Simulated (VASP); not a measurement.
Input of a VASP 6.6.1 run:

Contents of INCAR:

```
SYSTEM = ZnPtC6N6
PREC = Accurate ; ENCUT = 600
EDIFF = 1E-7 ; ISMEAR = 0
SIGMA = 0.1 ; LREAL = .False.
LASPH = .True. ; NELM = 60
ALGO = Normal ; ISIF = 3
LWAVE = .False. ; LCHARG = .False.
GGA = PE ; IBRION = 2
NSW = 90 ; EDIFFG = -0.04
```

File KPOINTS:

```
regular mesh
0
Gamma
  4 4 4
  0 0 0
```

Contents of POSCAR:

```
ZnPtC6N6
1.0
    0.0000000000      5.0945000000      5.0945000000
    5.0945000000      0.0000000000      5.0945000000
    5.0945000000      5.0945000000      0.0000000000
Zn Pt C N
1 1 6 6
Direct
    0.0000000000      0.0000000000      0.0000000000
    0.5000000000      0.5000000000      0.5000000000
    0.8118559200      0.1881440800      0.1881440800
    0.1881440800      0.8118559200      0.1881440800
    0.1881440800      0.1881440800      0.8118559200
    0.1881440800      0.8118559200      0.8118559200
    0.8118559200      0.1881440800      0.8118559200
    0.8118559200      0.8118559200      0.1881440800
    0.6970262000      0.3029738000      0.3029738000
    0.3029738000      0.6970262000      0.3029738000
    0.3029738000      0.3029738000      0.6970262000
    0.3029738000      0.6970262000      0.6970262000
    0.6970262000      0.3029738000      0.6970262000
    0.6970262000      0.6970262000      0.3029738000
```

Potentials or basis: VASP PAW PBE potentials, release 64 (Zn, Pt, C, N).

Launch:

```sh
$ cat potpaw_PBE.64/Zn/POTCAR potpaw_PBE.64/Pt/POTCAR potpaw_PBE.64/C/POTCAR potpaw_PBE.64/N/POTCAR > POTCAR
$ mpirun -np 1 vasp_std > vasp.out
```

Q: What does it give for the band gap on the k mesh?

A: 2.78 eV (least direct gap 2.91 eV).

Q: Predict the relaxed volume.

A: 22.15 Å³/atom.

Q: What does it give for the space group after relaxing (to 0.1 Å)?

A: Fm-3m (No. 225).

Step by step:
```
step  energy change (eV)  largest force (eV/Å)  pressure (GPa)  volume (Å³)
   1              0.0000                3.2911            8.68       264.44
   2              1.0628               14.8333           12.46       305.59
   3             -1.0602                5.8047            8.92       280.81
   4             -1.9548                3.1737            3.42       294.03
   5             -2.3590                1.3117           -2.40       312.59
   6             -2.3588                1.2309           -2.22       311.93
   7             -2.4171                0.8343           -1.98       313.13
   8             -2.5153                1.3303           -1.17       316.75
   9             -2.5228                1.6475           -0.85       318.05
  10             -2.5663                1.1883           -1.15       318.85
  11             -2.6157                0.2828           -1.85       321.03
  12             -2.6267                0.1149           -1.53       320.33
  13             -2.6405                0.3954           -0.56       318.25
  14             -2.6467                0.1057           -0.62       317.25
  15             -2.6469                0.1721           -0.64       317.02
  16             -2.6497                0.1172           -0.43       316.23
  17             -2.6526                0.2943            0.02       314.47
  18             -2.6550                0.1579           -0.02       313.84
  19             -2.6561                0.3237           -0.06       313.03
  20             -2.6579                0.2917            0.01       312.54
  21             -2.6618                0.1949            0.25       311.08
  22             -2.6619                0.1827            0.74       308.18
  23             -2.6631                0.1259            0.51       309.57
  24             -2.6652                0.1239            0.39       309.67
  25             -2.6680                0.2140            0.03       309.95
  26             -2.6692                0.0045            0.12       310.06
```

Caveat: the volume moved by over 15 % at a fixed basis, so the end points are rough; spin-orbit coupling is left out, which moves the levels of the heavy elements. A k mesh can miss the band edges.
